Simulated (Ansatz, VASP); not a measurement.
KTaO3 in VASP and in Ansatz

The input POSCAR:

```
KTaO3
1.0
    3.9901311030      0.0000000000      0.0000000000
    0.0000000000      3.9901311030      0.0000000000
    0.0000000000      0.0000000000      3.8704271699
K Ta O
1 1 3
Direct
    0.0000000000      0.0000000000      0.0000000000
    0.5000000000      0.5000000000      0.5000000000
    0.5000000000      0.5000000000      0.0000000000
    0.5000000000      0.0000000000      0.5000000000
    0.0000000000      0.5000000000      0.5000000000
```

Contents of INCAR.step1:

```
SYSTEM = KTaO3
ALGO = Normal ; EDIFF = 1E-4
ENCUT = 520 ; GGA = PE
ISMEAR = 0 ; LASPH = .TRUE.
LCHARG = .FALSE. ; LREAL = .FALSE.
LWAVE = .TRUE. ; NBANDS = 27
NELM = 100 ; PREC = Accurate
SIGMA = 0.01
```

Contents of INCAR.step2:

```
SYSTEM = KTaO3
ALGO = Normal ; EDIFF = 1E-7
ENCUT = 520 ; ISIF = 2
ISMEAR = 0 ; ISTART = 1
LASPH = .TRUE. ; LCHARG = .TRUE.
LELF = .TRUE. ; LMIXTAU = .TRUE.
LREAL = .FALSE. ; LVHAR = .TRUE.
LWAVE = .FALSE. ; METAGGA = R2SCAN
NBANDS = 27 ; NELM = 100
PREC = Accurate ; SIGMA = 0.01
```

KPOINTS

```
k-points
0
G
  6 6 6
  0 0 0
```

Input for Ansatz:

```yaml
crystal:
  lattice:
    - [3.990131103, 0.0, 0.0]
    - [0.0, 3.990131103, 0.0]
    - [0.0, 0.0, 3.8704271699]
  atoms:
    - { symbol: K, position: [0.0, 0.0, 0.0] }
    - { symbol: Ta, position: [0.5, 0.5, 0.5] }
    - { symbol: O, position: [0.5, 0.5, 0.0] }
    - { symbol: O, position: [0.5, 0.0, 0.5] }
    - { symbol: O, position: [0.0, 0.5, 0.5] }
kpoints:
  mp_grid: { grid: [6, 6, 6] }
  band_path:
    path: [[0.0, 0.0, 0.0], [0.0, 0.5, 0.0], [0.5, 0.5, 0.0], [0.5, 0.5, 0.5]]
    npoints: 1
hamiltonian:
  xc: r2scan
scf:
  occupations: { method: fixed }
  n_extra_bands: 5
output:
  forces: true
  stress: true
  eigenvalues: true
```

Change from the starting cell: uniaxial_z strain -3.0%.

Alike in both runs: task single point; functional r2SCAN; k mesh 6 × 6 × 6; no spin polarisation.

|  | VASP | Ansatz |
| --- | --- | --- |
| version | VASP 6.6.1 | Ansatz 0.2.0 |
| potentials or method | VASP PAW PBE potentials, release 64 (K_sv, Ta_pv, O) | plane waves, PAW |
| plane-wave cutoff (eV) | 520 | 500 |
| occupations | gaussian, width 0.01 eV | fixed |
| valence electrons in the cell | 38 | 40 |

|  | VASP | Ansatz | Ansatz less VASP |
| --- | --- | --- | --- |
| gap on the k mesh at the Fermi level (eV) | 2.61 | 2.64 | +0.032 |
| pressure (GPa) | 8.3 | 7.2 | -1.09 |
| traceless stress, the component that is largest in VASP (GPa) | 9.22 | 9.05 | -0.169 |

VASP's potentials were made for PBE, not for r2SCAN. VASP's potentials hold 38 valence electrons a cell and Ansatz's 40, so a difference there can come from the potentials and not from the codes.

Spin-orbit coupling is off throughout.
